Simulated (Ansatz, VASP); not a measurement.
# One calculation of Be, two programs

```
CELL_PARAMETERS angstrom
2.26842 0.00000 0.00000
-1.13421 1.96451 0.00000
0.00000 0.00000 3.55223
ATOMIC_POSITIONS crystal
Be 0.33333 0.66667 0.25000
Be 0.66667 0.33333 0.75000
```

Change from the starting cell: volume scaled by 0.96, PAW files.

Alike in both runs: task electric field gradients; functional PBE; k mesh 20 × 20 × 11; occupations fermi-dirac, width 0.05 eV; no spin polarisation.

```csv
,VASP,Ansatz
version,VASP 6.6.1,Ansatz 0.2.0
potentials or method,"VASP PAW PBE potentials, release 64 (Be)","PAW with Ansatz's default frozen-core files, scalar-relativistic"
plane-wave cutoff (eV),520,420
valence electrons in the cell,4,4
```

|  | VASP | Ansatz | Ansatz less VASP |
| --- | --- | --- | --- |
| pressure (GPa) | 0.1 | 0.0 | -0.16 |
| traceless stress, the component that is largest in VASP (GPa) | 0.44 | 0.41 | -0.031 |
| size of Vzz on the site where it differs most (V/Å²) | 0.6 | 0.3 | -0.25 |
